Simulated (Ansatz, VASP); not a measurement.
**One calculation of Cu3N, two programs**

File INCAR:

```
SYSTEM = Cu3N
ALGO = Normal
EDIFF = 1E-6
ENCUT = 600
GGA = PE
GGA_COMPAT = .False.
ISIF = 2
ISMEAR = 0
LASPH = .True.
LCHARG = .True.
LELF = .True.
LREAL = .False.
LVHAR = .True.
LWAVE = .False.
NBANDS = 27
NELM = 120
PREC = Accurate
SIGMA = 0.01
```

Contents of KPOINTS:

```
k-points
0
Gamma
  5 5 5
  0 0 0
```

Contents of POSCAR:

```
Cu3N
1.0
    3.7026456614      0.0000000000      0.0000000000
    0.0000000000      3.7026456614      0.0000000000
    0.0000000000      0.0000000000      3.7026456614
Cu N
3 1
Direct
    0.5000000000      0.0000000000      0.0000000000
    0.0000000000      0.5000000000      0.0000000000
    0.0000000000      0.0000000000      0.5000000000
    0.0000000000      0.0000000000      0.0000000000
```

Input for Ansatz:

```yaml
crystal:
  lattice:
    - [3.702645661415185, 0.0, 0.0]
    - [0.0, 3.702645661415185, 0.0]
    - [0.0, 0.0, 3.702645661415185]
  atoms:
    - { symbol: Cu, position: [0.5, 0.0, 0.0] }
    - { symbol: Cu, position: [0.0, 0.5, 0.0] }
    - { symbol: Cu, position: [0.0, 0.0, 0.5] }
    - { symbol: "N", position: [0.0, 0.0, 0.0] }
basis:
  ecutwfc: 500.0
kpoints:
  mp_grid:
    grid: [5, 5, 5]
scf:
  convergence:
    dr2_threshold: 1.0e-08
  occupations:
    method: fixed
output:
  stress: true
```

Alike in both runs: task single point; functional PBE; k mesh 5 × 5 × 5; no spin polarisation.

```csv
,VASP,Ansatz
version,VASP 6.6.1,Ansatz 0.2.0
potentials or method,"VASP PAW PBE potentials, release 64 (Cu, N), cutoff 600 eV","plane waves, PAW"
occupations,"gaussian, width 0.01 eV",fixed
valence electrons in the cell,38,62
```

Ansatz gave:

- pressure (GPa): 14.3

Task: Estimate VASP's values.

Result: Pressure (GPa): 15.1.

VASP's potentials hold 38 valence electrons a cell and Ansatz's 62, so a difference there can come from the potentials and not from the codes. Ansatz's warnings: stress scf threshold loose.
